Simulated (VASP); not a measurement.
Input of a VASP 6.6.1 run:

INCAR

```
PREC = Accurate
ENCUT = 500
EDIFF = 1E-6
ISMEAR = 0
SIGMA = 0.01
LREAL = F
LASPH = T
NELM = 120
ALGO = Normal
ISIF = 2
LWAVE = F
LCHARG = T
GGA = PE
LELF = T
LVHAR = T
NBANDS = 11
GGA_COMPAT = F
```

The input KPOINTS:

```
Automatic mesh
0
Gamma
  2 2 2
```

Contents of POSCAR:

```
Si
1.0
    0.0000000000      2.7687586200      2.7687586200
    2.7687586200      0.0000000000      2.7687586200
    2.7687586200      2.7687586200      0.0000000000
Si
2
Direct
    0.0000000000      0.0000000000      0.0000000000
    0.2500000000      0.2500000000      0.2500000000
```

Potentials or basis: VASP PAW PBE potentials, release 64 (Si).

Run with:

```console
$ cat potpaw_PBE.64/Si/POTCAR > POTCAR
$ mpirun -np 1 vasp_std > vasp.out
```

Question: What does it give for the pressure?

Answer: 3.6 GPa.

Question: Estimate the band gap on the k mesh.

Answer: 0.72 eV, indirect (least direct gap 2.43 eV).

Caveat: the k points lie up to 0.98 Å⁻¹ apart. A k mesh can miss the band edges.
